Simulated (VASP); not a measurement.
Write the native input for VASP 6.6.1 that does the following.

```yaml
Task: relaxation of the atoms
Functional: PBEsol
Potentials_or_basis: VASP PAW PBE potentials, release 64 (Mo_sv, P)
Cutoff: 520 eV
k_mesh: 9 × 9 × 1
Occupations: gaussian, width 0.1 eV
Spin: no spin polarisation
Dipole_correction: yes
Atoms_held_fixed_from_0: "[0, 1, 3]"
Further_INCAR_settings: ALGO = Fast; EDIFF = 1e-06; IBRION = 2; EDIFFG = -0.03; NSW = 90
```

The structure of MoP lies in POSCAR:

```
MoP
1.0
    3.1741350970      0.0000000000      0.0000000000
    0.0000000000      3.2062346799      0.0000000000
    0.0000000000      0.0000000000     23.4789215943
Mo P
3 3
Selective dynamics
Direct
    0.0000000000      0.5000000000      0.3620268489  F F F
    0.0000000000      0.0000000000      0.4802895498  F F F
    0.0000000000      0.5000000000      0.5985522508  T T T
    0.5000000000      0.0000000000      0.4014477492  F F F
    0.5000000000      0.5000000000      0.5197104502  T T T
    0.5000000000      0.0000000000      0.6379731511  T T T
```

The input as run:

INCAR

```
  ALGO = Fast
  DIPOL = 0.5 0.5 0.500
  EDIFF = 1E-6
  EDIFFG = -0.03
  ENCUT = 520
  GGA = PS
  IBRION = 2
  IDIPOL = 3
  ISIF = 2
  ISMEAR = 0
  LASPH = T
  LCHARG = F
  LDIPOL = T
  LREAL = F
  LWAVE = F
  NELM = 60
  NSW = 90
  PREC = Accurate
  SIGMA = 0.1
```

KPOINTS

```
k-points
0
Gamma
  9 9 1
```

Potentials or basis: VASP PAW PBE potentials, release 64 (Mo_sv, P).

Run with:

```console
$ cat potpaw_PBE.64/Mo_sv/POTCAR potpaw_PBE.64/P/POTCAR > POTCAR
$ mpirun -np 1 vasp_std > vasp.out
```

It gave:

```
Energy gained by relaxing : 9.2 meV/atom
Ionic steps               : 11
Band gap on the k mesh    : zero (an odd number of electrons rules out a gap without spin polarisation)
```

Wall time 37 min on 1 thread of Oxide Virtual Turin-like Processor, with other jobs on the host, peak memory 0.39 GiB.
